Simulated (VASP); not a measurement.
# Al7V3CrFe9 (P1) in VASP: single point with PBE

Aim: the single point of Al7V3CrFe9 with PBE.

All numbers are computed with VASP 6.6.1; they aren't measurements. Logs are shortened: lines on timing, memory, paths and dates and some standing lists are left out, and cuts for length are marked.

## 1. The cell of the first run

The typed cell holds 20 atoms: a = 6.354 Å, b = 6.344 Å, c = 7.655 Å, α = 103.44°, β = 118.64°, γ = 98.91°.

## 2. Single point, PBE, collinear spin, ferromagnetic start

Contents of INCAR:

```
  ALGO = Normal
  EDIFF = 1E-6
  ENCUT = 520
  GGA = PE
  ISIF = 2
  ISMEAR = 0
  ISPIN = 2
  ISYM = 0
  LASPH = True
  LCHARG = True
  LELF = True
  LMAXMIX = 4
  LORBIT = 11
  LREAL = Auto
  LVHAR = True
  LWAVE = False
  MAGMOM = 0 0 0 0 0 0 0 0 0 0 3 4 4 4 4 4 4 4 4 4
  NBANDS = 92
  NELM = 150
  PREC = Accurate
  SIGMA = 0.1
```

Contents of KPOINTS:

```
Automatic mesh
0
Gamma
  2 2 2
  0.5 0.5 0.5
```

Contents of POSCAR:

```
Al7V3CrFe9
1.0
   -4.3749077190      4.1301664428      2.0438690807
    4.3842088253      4.1241087656     -2.0038504076
   -1.5155070037     -4.1594768855     -6.2445996484
Al V Cr Fe
7 3 1 9
Direct
    0.1278813136      0.6949670663      0.8127761733
    0.1453353155      0.0703656400      0.7055326475
    0.2761988400      0.7448382064      0.5099246197
    0.6142744449      0.1957933613      0.8110088147
    0.6358360223      0.5540592525      0.6859429408
    0.7677005868      0.5853782002      0.3804988312
    0.9509569743      0.6475785474      0.1040615860
    0.3009502381      0.1043179049      0.3943995263
   -0.0052258743      1.0150756385      0.9936737826
    0.8275897366      0.9595095126      0.2913630694
    0.7473617471      0.2370476455      0.4974865188
    0.0496179338      0.3553752021      0.9045591000
    0.5715220579      0.8520498475      0.9148105220
    0.1891355294      0.3941480372      0.5887267850
    0.7141837487      0.9112161419      0.6017679430
    0.3361145178      0.4362985887      0.2886827316
    0.4027547167      0.7962217807      0.2077962176
    0.4496237704      0.1509171325      0.0990606897
    0.4804095192      0.4968587524      0.9873688878
    0.9012143978      0.2939865601      0.2039824364
```

Potentials or basis: VASP PAW PBE potentials, release 64 (Al, V_sv, Cr_pv, Fe).

Command:

```
> cat potpaw_PBE.64/Al/POTCAR potpaw_PBE.64/V_sv/POTCAR potpaw_PBE.64/Cr_pv/POTCAR potpaw_PBE.64/Fe/POTCAR > POTCAR
> mpirun -np 1 vasp_std > vasp.out
```

OUTCAR:

```text
EDIFF = 1E-6
   ENCUT = 520
   GGA = PE
   ISIF = 2
   ISMEAR = 0
   ISPIN = 2
   ISYM = 0
   LASPH = True
   LORBIT = 11
   LREAL = Auto
   NELM = 150
   PREC = Accurate

 ion  position               nearest neighbor table
   1  0.128  0.695  0.813-  14 2.47  12 2.47  13 2.49  17 2.51   9 2.67  19 2.68   2 2.70   5 2.71
                             6 2.80  18 2.88   3 2.95   7 2.99  11 3.01  15 3.08
   2  0.145  0.070  0.706-  15 2.42  12 2.43  14 2.45  18 2.54   4 2.61  10 2.65   1 2.70   3 2.74
                            19 2.76  11 2.79   9 2.86   8 3.02   6 3.14  13 3.14
   3  0.276  0.745  0.510-  16 2.48  14 2.49  15 2.49  13 2.58   7 2.62   8 2.64   5 2.68   2 2.74
                             6 2.81  17 2.86   4 2.90   1 2.95  20 2.96
   4  0.614  0.196  0.811-  12 2.47  15 2.49  20 2.51  13 2.51  19 2.57   2 2.61   5 2.67   8 2.68
                             9 2.73   7 2.89   3 2.90  18 2.91  11 2.95  14 3.07
   5  0.636  0.554  0.686-  13 2.49  14 2.52  16 2.53  15 2.54  11 2.59   4 2.67   3 2.68   7 2.69
                             1 2.71   6 2.87   8 2.87   9 2.98  19 2.98  12 3.02
   6  0.768  0.585  0.380-  16 2.44  19 2.52  20 2.53  15 2.53  11 2.58  10 2.64  18 2.77  17 2.79
                             1 2.80   3 2.81   5 2.87   7 2.93  14 3.00   2 3.14
   7  0.951  0.648  0.104-  12 2.47  17 2.53  20 2.55  19 2.61  10 2.61   3 2.62   9 2.68   5 2.69
                            13 2.84   4 2.89  16 2.89   8 2.92   6 2.93   1 2.99
   8  0.301  0.104  0.394-  16 2.44  11 2.49  14 2.50  17 2.50   9 2.58   3 2.64  10 2.65   4 2.68
                            20 2.87   5 2.87  18 2.89   7 2.92  15 2.97   2 3.02
   9  0.995  0.015  0.994-  12 2.43  13 2.44  20 2.45  15 2.49  18 2.53   8 2.58   1 2.67   7 2.68
                             4 2.73  16 2.77   2 2.86   5 2.98
  10  0.828  0.960  0.291-  11 2.37  13 2.38  20 2.41  17 2.44   7 2.61   6 2.64   2 2.65   8 2.65
                            18 2.78  14 2.86  15 2.86  19 2.97
  11  0.747  0.237  0.497-  10 2.37  15 2.40   8 2.49  14 2.51  18 2.56   6 2.58  12 2.59   5 2.59
                             2 2.79  17 2.85  20 2.92   4 2.95  16 2.99   1 3.01
  12  0.050  0.355  0.905-   2 2.43   9 2.43  19 2.45   4 2.47   1 2.47  16 2.47   7 2.47  11 2.59
                            15 2.87  17 2.88  18 2.94  20 2.94  14 2.99   5 3.02
  13  0.572  0.852  0.915-  10 2.38   9 2.44   5 2.49  19 2.49   1 2.49   4 2.51  18 2.54   3 2.58
                            20 2.83   7 2.84  17 2.98  15 3.02  14 3.03   2 3.14
  14  0.189  0.394  0.589-   2 2.45  20 2.46   1 2.47   3 2.49   8 2.50  11 2.51   5 2.52  19 2.54
                            10 2.86  16 2.91  12 2.99   6 3.00  13 3.03   4 3.07
  15  0.714  0.911  0.602-  11 2.40   2 2.42   9 2.49   4 2.49   3 2.49  17 2.52   6 2.53   5 2.54
                            10 2.86  12 2.87   8 2.97  13 3.02  16 3.08   1 3.08
  16  0.336  0.436  0.289-   6 2.44   8 2.44  18 2.47  12 2.47  20 2.47   3 2.48   5 2.53  17 2.53
                             9 2.77   7 2.89  14 2.91  19 2.94  11 2.99  15 3.08
  17  0.403  0.796  0.208-  10 2.44   8 2.50   1 2.51  19 2.51  15 2.52  16 2.53   7 2.53  18 2.60
                             6 2.79  11 2.85   3 2.86  12 2.88  13 2.98
  18  0.450  0.151  0.099-  16 2.47  20 2.52   9 2.53  13 2.54   2 2.54  19 2.55  11 2.56  17 2.60
                             6 2.77  10 2.78   1 2.88   8 2.89   4 2.91  12 2.94
  19  0.480  0.497  0.987-  12 2.45  13 2.49  17 2.51   6 2.52  14 2.54  18 2.55   4 2.57   7 2.61
                             1 2.68   2 2.76  16 2.94  10 2.97   5 2.98  20 3.06
  20  0.901  0.294  0.204-  10 2.41   9 2.45  14 2.46  16 2.47   4 2.51  18 2.52   6 2.53   7 2.55
[... 518 lines left out ...]
 Fermi energy:         8.2310748326

 spin component 2

 k-point     1 :       0.2500    0.2500    0.2500
  band No.  band energies     occupation
      1     -56.1881      1.00000
      2     -56.1047      1.00000
      3     -55.9565      1.00000
      4     -34.7022      1.00000
      5     -34.6488      1.00000
      6     -34.5462      1.00000
[... 337 lines left out ...]
     83       9.5429      0.00000
     84       9.5881      0.00000
 [bands above 84 left out]

------------------------ aborting loop because EDIFF is reached ----------------------------------------

  FORCE on cell =-STRESS in cart. coord.  units (eV):
  Direction    XX          YY          ZZ          XY          YZ          ZX
  --------------------------------------------------------------------------------------
  -------------------------------------------------------------------------------------
  Total       -0.1347314     -0.0617984     -0.0257742     -0.0052034     -0.0315891      0.0253186
  in kB       -0.8625822     -0.3956481     -0.1650128     -0.0333135     -0.2022411      0.1620956
  external PRESSURE =      -0.4744144 kB  Pullay stress =       0.0000000 kB

 VOLUME and BASIS-vectors are now :
 -----------------------------------------------------------------------------
  energy-cutoff  :      520.00
  volume of cell :      250.25
      direct lattice vectors                 reciprocal lattice vectors
    -4.374907719  4.130166443  2.043869081    -0.136215794  0.121535039 -0.047895175
     4.384208825  4.124108766 -2.003850408     0.069089388  0.121545296 -0.097727691
    -1.515507004 -4.159476886 -6.244599648    -0.066754007  0.000775569 -0.144454384

 POSITION                                       TOTAL-FORCE (eV/Angst)
 -----------------------------------------------------------------------------------
      1.25564      0.01357     -6.20670        -0.007809      0.004030      0.003659
     -1.39657     -2.04419     -4.24972         0.005618     -0.001237     -0.007457
      1.28439      2.09152     -4.11231        -0.007787     -0.005529     -0.003867
     -3.05808     -0.02884     -4.20127         0.000270     -0.005427      0.003555
     -1.39216      2.05795     -4.09413        -0.003759      0.008657     -0.003908
     -1.36885      4.00222     -1.97999        -0.010688     -0.017900      0.002682
[... 12 lines left out ...]
     -1.41978     -0.07367     -6.17946         0.012390      0.004954      0.006468
     -2.96297      4.08614     -0.02093        -0.006661      0.015010     -0.013366
 -----------------------------------------------------------------------------------
    total drift:                               -0.001785      0.003541      0.000348

  FREE ENERGIE OF THE ION-ELECTRON SYSTEM (eV)
  ---------------------------------------------------
  free  energy   TOTEN  =      -140.7873349685 eV

  energy  without entropy=     -140.7127431800  energy(sigma->0) =     -140.75003907

 total charge

# of ion       s       p       d       tot
------------------------------------------
    1        0.409   0.414   0.000   0.823
    2        0.410   0.434   0.000   0.843
    3        0.408   0.417   0.000   0.825
    4        0.404   0.431   0.000   0.835
    5        0.401   0.424   0.000   0.824
    6        0.414   0.414   0.000   0.828
[... 12 lines left out ...]
   19        0.450   0.509   6.261   7.219
   20        0.476   0.533   6.325   7.334
--------------------------------------------------
tot         14.380  32.729  70.462 117.571

 magnetization (x)

# of ion       s       p       d       tot
------------------------------------------
    1       -0.004  -0.018   0.000  -0.022
    2       -0.002  -0.016   0.000  -0.017
    3       -0.003  -0.016   0.000  -0.019
    4       -0.006  -0.017   0.000  -0.023
    5       -0.005  -0.015   0.000  -0.019
    6       -0.002  -0.020   0.000  -0.022
[... 12 lines left out ...]
   19        0.004  -0.009   2.214   2.209
   20        0.006  -0.012   1.729   1.723
--------------------------------------------------
tot         -0.025  -0.317  13.432  13.090
```

OSZICAR:

```text
N       E                     dE             d eps       ncg     rms          rms(c)
DAV:   1     0.160931377986E+04    0.16093E+04   -0.64397E+04  1584   0.178E+03
DAV:   2     0.285202224662E+02   -0.15808E+04   -0.15383E+04  1472   0.508E+02
DAV:   3    -0.140142079836E+03   -0.16866E+03   -0.15214E+03  1864   0.187E+02
[... 25 lines left out ...]
DAV:  29    -0.140787309044E+03   -0.22075E-04   -0.10779E-04  2280   0.751E-02    0.311E-02
DAV:  30    -0.140787323419E+03   -0.14375E-04   -0.89433E-05  2312   0.664E-02    0.195E-02
DAV:  31    -0.140787330510E+03   -0.70907E-05   -0.54931E-05  2208   0.507E-02    0.133E-02
DAV:  32    -0.140787333621E+03   -0.31115E-05   -0.27388E-05  2160   0.369E-02    0.767E-03
DAV:  33    -0.140787334787E+03   -0.11654E-05   -0.13508E-05  1944   0.259E-02    0.374E-03
DAV:  34    -0.140787334968E+03   -0.18157E-06   -0.19904E-06  1000   0.914E-03
   1 F= -.14078733E+03 E0= -.14075004E+03  d E =-.745918E-01  mag=    12.6829
```

stdout:

```text
POSCAR found type information on POSCAR AlV CrFe
 POSCAR found :  4 types and      20 ions
 scaLAPACK will be used
 LDA part: xc-table for (Slater+PW92), standard interpolation
 POSCAR, INCAR and KPOINTS ok, starting setup
 FFT: planning ... GRIDC
 FFT: planning ... GRID_SOFT
 FFT: planning ... GRID
 WAVECAR not read
 entering main loop
```

Run time: 19 min. Hardware: 1 thread of AMD EPYC 7R43 (Zen 3), shared host; peak memory 0.52 GiB.

Results:

```yaml
Free_energy: -140.7873 eV
Pressure: 0.0 GPa
Largest_force: 0.029 eV/Å
Net_moment: 12.68 μB per cell
Site_moments: Al -0.02; V -0.32, -0.44, -0.57; Cr +0.14; Fe +1.53, +1.22, +1.45, +0.53, +1.78, +1.86, +2.13, +2.21, +1.72 μB
Valence_electrons_inside_the_program's_atomic_spheres: Al 0.82, 0.84, 0.83 (each value once); V 11.62, 11.63, 11.68; Cr 10.95; Fe 7.38, 7.35, 7.41, 7.33, 7.27, 7.21, 7.22 (each value once)
```

Forces on the atoms (eV/Å):
```
Al  -0.008  0.004  0.004
Al   0.006 -0.001 -0.007
Al  -0.008 -0.006 -0.004
Al   0.000 -0.005  0.004
Al  -0.004  0.009 -0.004
Al  -0.011 -0.018  0.003
Al  -0.007 -0.002  0.008
V    0.001  0.022 -0.004
V    0.012 -0.003 -0.003
V    0.017  0.003  0.017
Cr   0.001 -0.011 -0.021
Fe  -0.007  0.008 -0.014
Fe  -0.003 -0.009 -0.009
Fe   0.002 -0.001  0.014
Fe   0.002  0.007  0.014
Fe   0.007 -0.017  0.022
Fe  -0.004 -0.001 -0.005
Fe  -0.001  0.002 -0.006
Fe   0.012  0.005  0.006
Fe  -0.007  0.015 -0.013
```

Caveat: the k points lie up to 0.54 Å⁻¹ apart.
